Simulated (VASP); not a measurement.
Here is a VASP 6.6.1 calculation.

File INCAR:

```
SYSTEM = MnO
PREC = Accurate
ENCUT = 520
EDIFF = 1E-6
ISMEAR = -1
SIGMA = 0.05
LREAL = .False.
LASPH = .True.
NELM = 150
ALGO = Normal
ISIF = 2
LWAVE = .False.
LCHARG = .False.
ISPIN = 2
MAGMOM = 4 0
LORBIT = 11
LMAXMIX = 4
LDAU = .True.
LDAUTYPE = 2
LDAUL = 2 -1
LDAUU = 5 0
LDAUJ = 0 0
LDAUPRINT = 1
GGA = PS
NBANDS = 20
```

File KPOINTS:

```
regular mesh
0
Gamma
  10 10 10
  0 0 0
```

The input POSCAR:

```
MnO
1.0
    0.0000000000      2.2239077028      2.2239077028
    2.2239077028      0.0000000000      2.2239077028
    2.2239077028      2.2239077028      0.0000000000
Mn O
1 1
Direct
    0.0000000000      0.0000000000      0.0000000000
    0.5000000000      0.5000000000      0.5000000000
```

Potentials or basis: VASP PAW PBE potentials, release 64 (Mn_pv, O).

Run with:

```sh
$ cat potpaw_PBE.64/Mn_pv/POTCAR potpaw_PBE.64/O/POTCAR > POTCAR
$ mpirun -np 1 vasp_std > vasp.out
```

Question: Predict the pressure.

Answer: 1.5 GPa.

Question: Estimate the site moments.

Answer: Mn +4.64; O +0.13 μB.

Question: Predict the net moment.

Answer: 5.00 μB per cell.

Eigenvalues of the final occupation matrices:
```tsv
site	spin	trace	eigenvalues
site 1 d	1	4.79	0.94 0.94 0.94 0.98 0.98
site 1 d	2	0.19	0.02 0.02 0.02 0.07 0.07
```

Caveat: the PAW data sets were made with another functional, which shifts forces and pressure a little; a cell with one magnetic atom can't hold antiferromagnetic order, which such compounds often take. The state reached can hang on the start; a lower one may exist.
